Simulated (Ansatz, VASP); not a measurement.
## One calculation of ZnO, two programs

INCAR

```
PREC = Accurate ; ENCUT = 520
EDIFF = 1E-7 ; ISMEAR = -1
SIGMA = 0.02 ; LREAL = False
LASPH = True ; NELM = 80
ALGO = Normal ; ISIF = 2
LWAVE = False ; LCHARG = False
GGA = CA ; NBANDS = 26
```

KPOINTS

```
regular mesh
0
Gamma
  11 11 6
```

Contents of POSCAR:

```
ZnO
1.0
    3.1844107494      0.0000000000      0.0000000000
   -1.5922053747      2.7577806051      0.0000000000
    0.0000000000      0.0000000000      5.2038000000
Zn O
2 2
Direct
    0.3333333333      0.6666666667      0.0000000000
    0.6666666667      0.3333333333      0.5000000000
    0.3333333333      0.6666666667      0.3821000000
    0.6666666667      0.3333333333      0.8821000000
```

Input for Ansatz:

```yaml
crystal:
  lattice:
    - [3.1844107494, 0.0, 0.0]
    - [-1.5922053747, 2.7577806051, 0.0]
    - [0.0, 0.0, 5.2038]
  atoms:
    - { symbol: Zn, position: [0.3333333333, 0.6666666667, 0.0] }
    - { symbol: Zn, position: [0.6666666667, 0.3333333333, 0.5] }
    - { symbol: O, position: [0.3333333333, 0.6666666667, 0.3821] }
    - { symbol: O, position: [0.6666666667, 0.3333333333, 0.8821] }
kpoints:
  mp_grid: { grid: [11, 11, 6] }
  band_path:
    path:
      - [0.0, 0.0, 0.0]
      - [0.5, 0.0, 0.0]
      - [0.3333333333, 0.3333333333, 0.0]
      - [0.0, 0.0, 0.0]
      - [0.0, 0.0, 0.5]
      - [0.5, 0.0, 0.5]
      - [0.3333333333, 0.3333333333, 0.5]
      - [0.0, 0.0, 0.5]
      - [0.5, 0.0, 0.5]
    npoints: 5
scf:
  occupations: { method: fermi_dirac, width: 0.02 }
hamiltonian:
  xc: lda
  pseudopotentials: { kind: all_electron, lapw: { basis_error: 0.0005 } }
output:
  forces: true
  stress: true
  eigenvalues: true
```

Change from the starting cell: equal xx and yy strain of -2 %.

Alike in both runs: task single point; functional LDA; k mesh 11 × 11 × 6; occupations fermi-dirac, width 0.02 eV; no spin polarisation.

|  | VASP | Ansatz |
| --- | --- | --- |
| version | VASP 6.6.1 | Ansatz 0.2.0 |
| potentials or method | VASP PAW LDA potentials, release 64 (Zn, O), cutoff 520 eV | all-electron LAPW, scalar-relativistic |

|  | VASP | Ansatz | Ansatz less VASP |
| --- | --- | --- | --- |
| gap on the k mesh at the Fermi level (eV) | 0.78 | 0.78 | +0.005 |
| pressure (GPa) | 0.1 | -1.1 | -1.21 |
| traceless stress, the component that is largest in VASP (GPa) | -3.04 | -2.89 | +0.154 |
| rms of the force components (eV/Å) | 0.131 | 0.123 | -0.0076 |

LDA's correlation is that of Perdew and Zunger in VASP and of Perdew and Wang (1992) in Ansatz. Atom by atom the forces differ by 0.008 eV/Å (rms over components). Ansatz ran all-electron here, and VASP with PAW potentials.
